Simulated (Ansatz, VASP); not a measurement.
# One calculation of Ge, two programs

```xyz
8
Lattice="5.0071 2.8909 1.9900 -5.0071 2.8909 1.9900 0.0000 -5.7817 1.9900" Properties=species:S:1:pos:R:3 pbc="T T T"
Ge    0.0000    0.0000    4.2649
Ge    0.0000    0.0000    1.7052
Ge   -3.4827   -0.8967    2.5484
Ge    2.5180   -2.5677    2.5484
Ge    0.9648    3.4645    2.5484
Ge    3.4827    0.8967    3.4216
Ge   -2.5180    2.5677    3.4216
Ge   -0.9648   -3.4645    3.4216
```

Alike in both runs: functional PBE; k mesh 9 × 9 × 9; occupations gaussian, width 0.1 eV; no spin polarisation.

Ansatz relaxed the structure, and its values are those at the end. VASP's run is a single point on that final structure, the one shown.

|  | VASP | Ansatz |
| --- | --- | --- |
| version | VASP 6.6.1 | Ansatz 0.2.0 |
| potentials or method | VASP PAW PBE potentials, release 64 (Ge_d), cutoff 520 eV | scalar-relativistic, plane waves, PAW |
| valence electrons in the cell | 112 | 112 |

```tsv
	VASP	Ansatz	Ansatz less VASP
gap on the k mesh at the Fermi level (eV)	none	none	-
pressure (GPa)	0.0	0.0	+0.04
```

A gap of «none» marks a metal or a gap that the smearing closes.
